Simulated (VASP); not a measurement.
AlAs: single point with PBEsol

AlAs:

```
CELL_PARAMETERS angstrom
0.00000 2.77518 2.77518
2.77518 0.00000 2.77518
2.77518 2.77518 0.00000
ATOMIC_POSITIONS crystal
Al 0.00000 0.00000 0.00000
As 0.25000 0.25000 0.25000
```

```json
{"Program": "VASP 6.6.1", "Task": "single point", "Functional": "PBEsol", "Potentials or basis": "VASP PAW PBE potentials, release 64 (Al, As)", "Cutoff": "500 eV", "k mesh": "8 × 8 × 8", "Occupations": "gaussian, width 0.02 eV", "Spin": "no spin polarisation"}
```

```
Pressure               : 5.9 GPa
Band gap on the k mesh : 1.21 eV, indirect (least direct gap 2.45 eV)
```

Levels at points of the mesh, in eV from the valence-band top:
```tsv
k point	band 1	band 2	band 3	band 4	band 5	band 6	band 7	band 8
(0.00, 0.00, 0.00)	-12.23	0.00	0.00	0.00	2.45	4.36	4.36	4.36
(0.50, 0.00, 0.00)	-10.66	-5.88	-0.87	-0.87	2.31	4.67	4.67	7.68
(0.50, 0.50, 0.00)	-10.05	-5.66	-2.32	-2.32	1.21	2.21	10.74	10.74
```

Run time: 9.5 s on 1 thread of Intel Xeon 6975P-C (shared host), peak memory 0.17 GiB.

Caveat: the PAW data sets were made with another functional, which shifts forces and pressure a little. A k mesh can miss the band edges.
